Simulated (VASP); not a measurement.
# PbF2 (Fm-3m) in VASP: further runs

Runs on PbF2. Level: PBEsol. Tasks: single point.

All numbers are computed with VASP 6.6.1; they aren't measurements. Logs are shortened: lines on timing, memory, paths and dates and some standing lists are left out, and cuts for length are marked.

### Step 1. The cell of the first run

The structure is cubic, space group Fm-3m (No. 225). The conventional cell has a = 5.953 Å, b = 5.953 Å, c = 5.953 Å, α = 90.00°, β = 90.00°, γ = 90.00°. Within 3.4 Å of Pb (site symmetry m-3m) lie 8 F at 2.58 Å. Within 3.4 Å of F (site symmetry -43m) lie 4 Pb at 2.58 Å and 6 F at 2.98 Å.

### Step 2. Single point, PBEsol

Contents of INCAR:

```
SYSTEM = PbF2
  PREC = Accurate
  ENCUT = 520
  EDIFF = 1E-6
  ISMEAR = 0
  SIGMA = 0.01
  LREAL = .False.
  LASPH = .True.
  NELM = 80
  ALGO = Normal
  ISIF = 2
  LWAVE = .False.
  LCHARG = .False.
  GGA = PS
  NBANDS = 21
```

Contents of KPOINTS:

```
Automatic mesh
0
Gamma
  8 8 8
  0 0 0
```

Contents of POSCAR:

```
PbF2
1.0
    2.9766207893      2.9766207893      0.0000000000
   -2.9766207893      2.9766207893      0.0000000000
    0.0000000000      2.9766207893      2.9766207893
Pb F
1 2
Direct
    0.0000000000      0.0000000000      0.0000000000
    0.2500000000      0.7500000000      0.5000000000
    0.7500000000      0.2500000000      0.5000000000
```

Potentials or basis: VASP PAW PBE potentials, release 64 (Pb_d, F).

Launch:

```bash
$ cat potpaw_PBE.64/Pb_d/POTCAR potpaw_PBE.64/F/POTCAR > POTCAR
$ mpirun -np 1 vasp_std > vasp.out
```

OUTCAR:

```text
SYSTEM = PbF2
   PREC = Accurate
   ENCUT = 520
   EDIFF = 1E-6
   ISMEAR = 0
   LREAL = .False.
   LASPH = .True.
   NELM = 80
   ISIF = 2
   GGA = PS

 ion  position               nearest neighbor table
   1  0.000  0.000  0.000-   3 2.58   2 2.58   2 2.58   3 2.58   2 2.58   3 2.58   3 2.58   2 2.58

   2  0.250  0.750  0.500-   1 2.58   1 2.58   1 2.58   1 2.58
   3  0.750  0.250  0.500-   1 2.58   1 2.58   1 2.58   1 2.58

  LATTYP: Found a face centered cubic cell.
 ALAT       =     5.9532415786

  Lattice vectors:

 A1 = (   0.0000000000,   2.9766207893,   2.9766207893)
 A2 = (   2.9766207893,   0.0000000000,   2.9766207893)
 A3 = (   2.9766207893,   2.9766207893,   0.0000000000)

Analysis of symmetry for initial positions (statically):
=====================================================================
 Subroutine PRICEL returns:
 Original cell was already a primitive cell.

 Routine SETGRP: Setting up the symmetry group for a
 face centered cubic supercell.

 Subroutine GETGRP returns: Found 48 space group operations
 (whereof 48 operations were pure point group operations)
 out of a pool of 48 trial point group operations.

The static configuration has the point symmetry O_h .

Analysis of symmetry for dynamics (positions and initial velocities):
=====================================================================
 Subroutine PRICEL returns:
 Original cell was already a primitive cell.

 Routine SETGRP: Setting up the symmetry group for a
 face centered cubic supercell.

 Subroutine GETGRP returns: Found 48 space group operations
 (whereof 48 operations were pure point group operations)
 out of a pool of 48 trial point group operations.

The dynamic configuration has the point symmetry O_h .

 Subroutine INISYM returns: Found 48 space group operations
 (whereof 48 operations are pure point group operations),
 and found     1 'primitive' translations

----------------------------------------------------------------------------------------

                                     Primitive cell

  volume of cell :      52.7473

  direct lattice vectors                    reciprocal lattice vectors
     2.976620789  2.976620789  0.000000000     0.167975713  0.167975713 -0.167975713
    -2.976620789  2.976620789  0.000000000    -0.167975713  0.167975713 -0.167975713
     0.000000000  2.976620789  2.976620789     0.000000000  0.000000000  0.335951426

  length of vectors
     4.209577490  4.209577490  4.209577490     0.290942470  0.290942470  0.335951426

  position of ions in fractional coordinates (direct lattice)
     0.000000000  0.000000000  0.000000000
     0.250000000  0.750000000  0.500000000
     0.750000000  0.250000000  0.500000000

  ion indices of the primitive-cell ions
   primitive index   ion index
                 1           1
                 2           2
                 3           3

----------------------------------------------------------------------------------------

 KPOINTS: Automatic mesh

Automatic generation of k-mesh.
 Grid dimensions read from file:
 generate k-points for:    8    8    8

 Generating k-lattice:

  Cartesian coordinates                     Fractional coordinates (reciprocal lattice)
     0.020996964  0.020996964 -0.020996964     0.125000000  0.000000000  0.000000000
    -0.020996964  0.020996964 -0.020996964     0.000000000  0.125000000  0.000000000
     0.000000000  0.000000000  0.041993928     0.000000000  0.000000000  0.125000000

  Length of vectors
     0.036367809  0.036367809  0.041993928

  Shift w.r.t. Gamma in fractional coordinates (k-lattice)
     0.000000000  0.000000000  0.000000000

 Subroutine IBZKPT returns following result:
 ===========================================

 Found     29 irreducible k-points:

 Following reciprocal coordinates:
            Coordinates               Weight
  0.000000  0.000000  0.000000      1.000000
  0.125000  0.000000  0.000000      8.000000
  0.250000  0.000000  0.000000      8.000000
  0.375000  0.000000  0.000000      8.000000
  0.500000  0.000000  0.000000      4.000000
  0.125000  0.125000  0.000000     12.000000
[... 16 lines left out ...]
  0.375000  0.250000  0.125000     48.000000
  0.500000  0.250000  0.125000     24.000000
 [... further k-points ...]
   k-points           NKPTS =     29   k-points in BZ     NKDIM =     29   number of bands    NBANDS=     21
   number of dos      NEDOS =    301   number of ions     NIONS =      3
   total plane-waves  NPLWV =  32768
   dimension x,y,z NGX =    32 NGY =   32 NGZ =   32
   dimension x,y,z NGXF=    64 NGYF=   64 NGZF=   64
   ions per type =               1   2
   NGX,Y,Z   is equivalent  to a cutoff of  12.64, 12.64, 12.64 a.u.
   NGXF,Y,Z  is equivalent  to a cutoff of  25.28, 25.28, 25.28 a.u.
 SYSTEM =  PbF2
   PREC   = accura    normal or accurate (medium, high low for compatibility)
   ISTART =      0    job   : 0-new  1-cont  2-samecut
   ICHARG =      2    charge: 1-file 2-atom 10-const
   ISPIN  =      1    spin polarized calculation?
   LNONCOLLINEAR =      F non collinear calculations
   LSORBIT =      F    spin-orbit coupling
   LASPH  =      T    aspherical Exc in radial PAW
   ENCUT  =  520.0 eV  38.22 Ry    6.18 a.u.   7.83  7.83  7.83*2*pi/ulx,y,z
   NELM   =     80;   NELMIN=  2; NELMDL= -5     # of ELM steps
   EDIFF  = 0.1E-05   stopping-criterion for ELM
   LREAL  =      F    real-space projection
   EDIFFG = 0.1E-04   stopping-criterion for IOM
   NSW    =      0    number of steps for IOM
   IBRION =     -1    ionic relax: 0-MD 1-quasi-New 2-CG
   NFREE  =      0    steps in history (QN), initial steepest desc. (CG)
   ISIF   =      2    stress and relaxation
   ISYM   =      2    0-nonsym 1-usesym 2-fastsym
   POTIM  = 0.5000    time-step for ionic-motion
   TEBEG  =    0.0;   TEEND  =   0.0 temperature during run
   PSTRESS=    0.0 pullay stress
   NELECT =      28.0000    total number of electrons
   NUPDOWN=      -1.0000    fix difference up-down
   EMIN   =  10.00;   EMAX   =-10.00  energy-range for DOS
   EFERMI =   0.00;   METHOD = LEGACY
   ISMEAR =     0;   SIGMA  =   0.01  broadening in eV -4-tet -1-fermi 0-gaus
   EFERMI_NEDOS =   21; number of points for ismear=-14 and -15
   IALGO  =     38    algorithm
   IMIX   =      4    mixing-type and parameters
     AMIX     =   0.40;   BMIX     =  1.00
     AMIX_MAG =   1.60;   BMIX_MAG =  1.00
  volume/ion in A,a.u.               =      17.58       118.65
  Fermi-wavevector in a.u.,A,eV,Ry     =   1.325544  2.504914 23.906330  1.757066
  Thomas-Fermi vector in A             =   2.454997
   LORBIT       =      0    0 simple, 1 ext, 2 COOP (PROOUT), +10 PAW based schemes
   GGA     = PS    functional components
   LHFCALC =     F    Hartree Fock is set to
   AEXX    =    0.0000 exact exchange contribution
   IVDW    =     0    specifies the selected vdW correction
   LEPSILON=     F    determine dielectric tensor
   LRPA    =     F    only Hartree local field effects (RPA)
 non-spin polarized calculation
 Gauss-broadening in eV      SIGMA  =   0.01
  energy-cutoff  :      520.00
  volume of cell :       52.75
 maximum number of plane-waves:      1433
   NGX = 15   NGY = 15   NGZ = 15

 number of electron      28.0000015 magnetization

 Free energy of the ion-electron system (eV)
  ---------------------------------------------------
  ext. energy  EPLUGINS =         0.00000000
  ---------------------------------------------------
  free energy    TOTEN  =       -14.92832620 eV

  energy without entropy =      -14.92832620  energy(sigma->0) =      -14.92832620

 E-fermi :   1.6280     XC(G=0):  -9.5917

 val. band max:        1.5772305572   @ k =   0.5000   0.5000   0.2500
 cond. band min:       5.8840346764   @ k =   0.5000   0.5000   0.0000
 fundamental gap:      4.3068041191
 Fermi energy:         1.6279612288

 k-point     1 :       0.0000    0.0000    0.0000
  band No.  band energies     occupation
      1     -19.2923      2.00000
      2     -18.6743      2.00000
      3     -12.7717      2.00000
      4     -12.7717      2.00000
      5     -12.7717      2.00000
      6     -12.7138      2.00000
[... 13 lines left out ...]
     20      16.5277      0.00000
     21      18.8427      0.00000

 k-point     2 :       0.1250    0.0000    0.0000
  band No.  band energies     occupation
      1     -19.2621      2.00000
      2     -18.7021      2.00000
      3     -12.7656      2.00000
      4     -12.7656      2.00000
      5     -12.7403      2.00000
      6     -12.7137      2.00000
[... 13 lines left out ...]
     20      16.1182      0.00000
     21      18.3103      0.00000

 k-point     3 :       0.2500    0.0000    0.0000
  band No.  band energies     occupation
      1     -19.1831      2.00000
      2     -18.7722      2.00000
      3     -12.7559      2.00000
      4     -12.7559      2.00000
      5     -12.7084      2.00000
      6     -12.7084      2.00000
[... 13 lines left out ...]
     20      15.5642      0.00000
     21      17.0796      0.00000

 k-point     4 :       0.3750    0.0000    0.0000
  band No.  band energies     occupation
      1     -19.0822      2.00000
      2     -18.8628      2.00000
      3     -12.7541      2.00000
      4     -12.7540      2.00000
      5     -12.6950      2.00000
      6     -12.6950      2.00000
[... 13 lines left out ...]
     20      15.2529      0.00000
     21      16.0382      0.00000

 k-point     5 :       0.5000    0.0000    0.0000
  band No.  band energies     occupation
      1     -19.0059      2.00000
      2     -18.9333      2.00000
      3     -12.7548      2.00000
      4     -12.7548      2.00000
      5     -12.6878      2.00000
      6     -12.6878      2.00000
[... 13 lines left out ...]
     20      15.1657      0.00000
     21      15.6280      0.00000

 k-point     6 :       0.1250    0.1250    0.0000
  band No.  band energies     occupation
      1     -19.2163      2.00000
      2     -18.7424      2.00000
      3     -12.7579      2.00000
      4     -12.7513      2.00000
      5     -12.7176      2.00000
      6     -12.7072      2.00000
[... 13 lines left out ...]
     20      15.9560      0.00000
     21      18.3798      0.00000

 k-point     7 :       0.2500    0.1250    0.0000
  band No.  band energies     occupation
      1     -19.1326      2.00000
      2     -18.8160      2.00000
      3     -12.7467      2.00000
      4     -12.7425      2.00000
      5     -12.7137      2.00000
      6     -12.6928      2.00000
[... 13 lines left out ...]
     20      15.9720      0.00000
     21      17.7426      0.00000
[... 291 lines left out ...]
      1     -19.0555      2.00000
      2     -18.8743      2.00000
      3     -12.7431      2.00000
      4     -12.6989      2.00000
      5     -12.6989      2.00000
      6     -12.6936      2.00000
[... 13 lines left out ...]
     20      17.7063      0.00000
     21      18.7880      0.00000

 k-point    21 :       0.5000    0.5000    0.0000
  band No.  band energies     occupation
      1     -19.0135      2.00000
      2     -18.9072      2.00000
      3     -12.7489      2.00000
      4     -12.6901      2.00000
      5     -12.6860      2.00000
      6     -12.6860      2.00000
[... 13 lines left out ...]
     20      18.0912      0.00000
     21      18.7257      0.00000

 k-point    22 :       0.2500    0.2500    0.1250
  band No.  band energies     occupation
      1     -19.1276      2.00000
      2     -18.8187      2.00000
      3     -12.7355      2.00000
      4     -12.7332      2.00000
      5     -12.7195      2.00000
      6     -12.6918      2.00000
[... 13 lines left out ...]
     20      16.7051      0.00000
     21      17.5176      0.00000

 k-point    23 :       0.3750    0.2500    0.1250
  band No.  band energies     occupation
      1     -19.0473      2.00000
      2     -18.8882      2.00000
      3     -12.7347      2.00000
      4     -12.7278      2.00000
      5     -12.7033      2.00000
      6     -12.6713      2.00000
[... 13 lines left out ...]
     20      17.2541      0.00000
     21      17.7887      0.00000

 k-point    24 :       0.5000    0.2500    0.1250
  band No.  band energies     occupation
      1     -18.9834      2.00000
      2     -18.9472      2.00000
      3     -12.7346      2.00000
      4     -12.7290      2.00000
      5     -12.6919      2.00000
      6     -12.6630      2.00000
[... 13 lines left out ...]
     20      17.4607      0.00000
     21      17.9282      0.00000

 [... further k-points ...]

------------------------ aborting loop because EDIFF is reached ----------------------------------------

  FORCE on cell =-STRESS in cart. coord.  units (eV):
  Direction    XX          YY          ZZ          XY          YZ          ZX
  --------------------------------------------------------------------------------------
  -------------------------------------------------------------------------------------
  Total       -0.7226207     -0.7226207     -0.7226207     -0.0000000     -0.0000000     -0.0000000
  in kB      -21.9492902    -21.9492902    -21.9492902     -0.0000000     -0.0000000     -0.0000000
  external PRESSURE =     -21.9492902 kB  Pullay stress =       0.0000000 kB

 VOLUME and BASIS-vectors are now :
 -----------------------------------------------------------------------------
  energy-cutoff  :      520.00
  volume of cell :       52.75
      direct lattice vectors                 reciprocal lattice vectors
     2.976620789  2.976620789  0.000000000     0.167975713  0.167975713 -0.167975713
    -2.976620789  2.976620789  0.000000000    -0.167975713  0.167975713 -0.167975713
     0.000000000  2.976620789  2.976620789     0.000000000  0.000000000  0.335951426

 POSITION                                       TOTAL-FORCE (eV/Angst)
 -----------------------------------------------------------------------------------
      0.00000      0.00000      0.00000         0.000000     -0.000000      0.000000
     -1.48831      4.46493      1.48831         0.000000      0.000000      0.000000
      1.48831      4.46493      1.48831        -0.000000     -0.000000      0.000000
 -----------------------------------------------------------------------------------
    total drift:                               -0.000000     -0.000000     -0.000000

  FREE ENERGIE OF THE ION-ELECTRON SYSTEM (eV)
  ---------------------------------------------------
  free  energy   TOTEN  =       -14.9283261958 eV

  energy  without entropy=      -14.9283261958  energy(sigma->0) =      -14.92832620
```

It took 43 s on 1 thread of Intel Xeon 8259CL, shared host; peak memory 0.19 GiB.

What came out:

| Quantity | Value |
| --- | --- |
| Free energy | -14.9283 eV |
| Pressure | -2.2 GPa |
| Band gap on the k mesh | 4.31 eV (least direct gap 4.46 eV) |

Caveat: the PAW data sets were made with another functional, which shifts forces and pressure a little; spin-orbit coupling is left out, which moves the levels of the heavy elements. As with any semilocal functional, this PBEsol gap is likely too small.

### Step 3. Single point, PBEsol

This run uses another cell than the first one, of 17.10 Å³/atom.

Contents of INCAR:

```
SYSTEM = PbF2
ALGO = Normal
EDIFF = 1E-6
ENCUT = 520
GGA = PS
ISIF = 2
ISMEAR = -1
LASPH = .TRUE.
LCHARG = .FALSE.
LREAL = .FALSE.
LWAVE = .FALSE.
NBANDS = 21
NELM = 80
PREC = Accurate
SIGMA = 0.1
```

Contents of KPOINTS:

```
k-points
0
G
  12 12 12
  0 0 0
```

Contents of POSCAR:

```
PbF2
1.0
    2.9493365922      2.9493365922      0.0000000000
   -2.9493365922      2.9493365922      0.0000000000
    0.0000000000      2.9493365922      2.9493365922
Pb F
1 2
Direct
    0.0000000000      0.0000000000      0.0000000000
    0.2500000000      0.7500000000      0.5000000000
    0.7500000000      0.2500000000      0.5000000000
```

Potentials or basis: VASP PAW PBE potentials, release 64 (Pb_d, F).

Launch:

```bash
$ cat potpaw_PBE.64/Pb_d/POTCAR potpaw_PBE.64/F/POTCAR > POTCAR
$ mpirun -np 1 vasp_std > vasp.out
```

Run time: 94 s. Hardware: 1 thread of Intel Xeon 8259CL, shared host; peak memory 0.22 GiB.

Results (log left out):

* Free energy: -14.9365 eV
* Pressure: -0.2 GPa
* Band gap on the k mesh: 4.30 eV (least direct gap 4.45 eV)

Levels at points of the mesh, in eV from the valence-band top:
```tsv
k point	band 10	band 11	band 12	band 13	band 14	band 15	band 16	band 17	band 18	band 19
(0.00, 0.00, 0.00)	-2.57	-2.57	-2.07	-2.07	-2.07	6.69	6.69	6.69	10.54	15.00
(0.50, 0.00, 0.00)	-2.80	-2.80	-2.24	-2.24	-0.03	4.93	7.63	7.63	13.10	13.63
(0.50, 0.50, 0.00)	-3.71	-1.63	-1.63	-1.63	-0.15	4.30	7.88	7.88	8.79	14.11
```

Caveat: the PAW data sets were made with another functional, which shifts forces and pressure a little; spin-orbit coupling is left out, which moves the levels of the heavy elements.
